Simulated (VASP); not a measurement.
Crystal: TaSi5B2.

```
Ta Si B
1.0
     0.00000    3.96871    3.96871
     3.96871    0.00000    3.96871
     3.96871    3.96871    0.00000
Ta Si B
1 5 2
Direct
  0.00000 0.00000 0.00000
  0.85890 0.85890 0.85890
  0.85890 0.85890 0.42329
  0.85890 0.42329 0.85890
  0.42329 0.85890 0.85890
  0.25000 0.25000 0.25000
  0.75000 0.75000 0.75000
  0.50000 0.50000 0.50000
```

The cell was built from a structure type or drawn by symmetry, and may not be a known phase.

| Item | Value |
| --- | --- |
| Program | VASP 6.6.1 |
| Task | relaxation of cell and atoms |
| Functional | PBE |
| Potentials or basis | VASP PAW PBE potentials, release 64 (Ta_pv, Si, B) |
| Cutoff | 500 eV |
| k mesh | 4 × 4 × 4 |
| Occupations | gaussian, width 0.2 eV |
| Spin | no spin polarisation |

At the start: pressure 85.6 GPa; volume 15.63 Å³/atom.

**Question.** Where does the relaxation end?

**Answer.** Over 8 steps the energy falls by 2254.9 meV/atom and the volume is 28.99 Å³/atom (+85.5 %); space group F-43m (No. 216, to 0.1 Å) before and after.

The path:
```csv
step,energy change (eV),largest force (eV/Å),pressure (GPa),volume (Å³)
1,0.0000,2.9139,85.55,125.02
2,-13.7357,0.8236,-7.79,344.95
3,-17.6729,2.4748,1.64,228.60
4,-17.6728,2.3856,0.32,235.17
5,-17.6790,2.4227,0.83,232.50
6,-17.9221,1.0348,-1.77,240.55
7,-18.0163,0.1230,-1.11,237.70
8,-18.0388,0.0569,-0.06,231.91
```

Final structure:
```
Ta Si B
1.0
     0.00000    4.87637    4.87637
     4.87637    0.00000    4.87637
     4.87637    4.87637    0.00000
Ta Si B
1 5 2
Direct
  0.00000 0.00000 0.00000
  0.86151 0.86151 0.86151
  0.86151 0.86151 0.41546
  0.86151 0.41546 0.86151
  0.41546 0.86151 0.86151
  0.25000 0.25000 0.25000
  0.75000 0.75000 0.75000
  0.50000 0.50000 0.50000
```

Caveat: the volume moved by over 15 % at a fixed basis, so the end points are rough; the relaxation stopped at a loose force limit of 0.08 eV/Å, so its end isn't a converged minimum.
